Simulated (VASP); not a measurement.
Input of a VASP 6.6.1 run:

INCAR

```
ALGO = Normal ; EDIFF = 1E-7
ENCUT = 520 ; GGA = PE
ISIF = 2 ; ISMEAR = 0
ISPIN = 2 ; LASPH = True
LCHARG = False ; LMAXMIX = 4
LORBIT = 11 ; LREAL = False
LWAVE = False ; MAGMOM = 0 1 0 0 0
NBANDS = 29 ; NELM = 150
PREC = Accurate ; SIGMA = 0.1
```

The input KPOINTS:

```
k-points
0
Gamma
  4 4 2
```

The input POSCAR:

```
TePtSe3
1.0
    3.8127275626      0.0000000000      0.0000000000
    0.0000000000      3.8127275626      0.0000000000
    0.0000000000      0.0000000000      9.5545943417
Te Pt Se
1 1 3
Direct
    0.0000000000      0.0000000000      0.5000000000
    0.0000000000      0.0000000000      0.0000000000
    0.5000000000      0.5000000000      0.5000000000
    0.5000000000      0.5000000000      0.8807153070
    0.5000000000      0.5000000000      0.1192846930
```

Potentials or basis: VASP PAW PBE potentials, release 64 (Te, Pt, Se).

Command:

```sh
$ cat potpaw_PBE.64/Te/POTCAR potpaw_PBE.64/Pt/POTCAR potpaw_PBE.64/Se/POTCAR > POTCAR
$ mpirun -np 1 vasp_std > vasp.out
```

(1) What does it give for the pressure?

(2) Predict the band gap on the k mesh.

## Answers

(1) 0.0 GPa.

(2) zero (filled and empty bands overlap).

Caveat: the k points lie up to 0.41 Å⁻¹ apart, too coarse for converged energies and pressures of a metal; spin-orbit coupling is left out, which moves the levels of the heavy elements; this functional lacks dispersion, which binds layers or chains, so the pressure and a relaxed spacing across them are unreliable.
